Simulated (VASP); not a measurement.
Set up this calculation in VASP 6.6.1, as the native input.

- Task: single point
- Functional: PBE
- Potentials or basis: VASP PAW PBE potentials, release 64 (Al, Pt)
- Cutoff: 500 eV
- k mesh: 6 × 6 × 6
- Occupations: gaussian, width 0.1 eV
- Spin: no spin polarisation
- Dipole correction: no
- Further INCAR settings: ALGO = Normal; EDIFF = 1e-06; NBANDS = 15

The structure of Al2Pt lies in POSCAR:

```
Al2Pt
1.0
    0.0000000000      2.9727292958      2.9727292958
    2.9727292958      0.0000000000      2.9727292958
    2.9727292958      2.9727292958      0.0000000000
Al Pt
2 1
Direct
    0.2500000000      0.2500000000      0.2500000000
    0.7500000000      0.7500000000      0.7500000000
    0.0000000000      0.0000000000      0.0000000000
```

These files were run (other wordings do the same):

INCAR

```
SYSTEM = Al2Pt
PREC = Accurate ; ENCUT = 500
EDIFF = 1E-6 ; ISMEAR = 0
SIGMA = 0.1 ; LREAL = .False.
LASPH = .True. ; NELM = 120
ALGO = Normal ; ISIF = 2
LWAVE = .False. ; LCHARG = .False.
GGA = PE ; NBANDS = 15
GGA_COMPAT = .False.
```

KPOINTS

```
Automatic mesh
0
Gamma
  6 6 6
  0 0 0
```

Potentials or basis: VASP PAW PBE potentials, release 64 (Al, Pt).

The run is started by

```console
$ cat potpaw_PBE.64/Al/POTCAR potpaw_PBE.64/Pt/POTCAR > POTCAR
$ mpirun -np 1 vasp_std > vasp.out
```

It gave:

```
Pressure               : -0.2 GPa
Band gap on the k mesh : zero (band 8 reaches 11.50 eV, above the bottom of band 9 at 6.12 eV)
```

Caveat: spin-orbit coupling is left out, which moves the levels of the heavy elements.

It took 14 s on 1 thread of Intel(R) Xeon(R) Platinum 8488C (Sapphire Rapids) (shared host), peak memory 0.18 GiB.
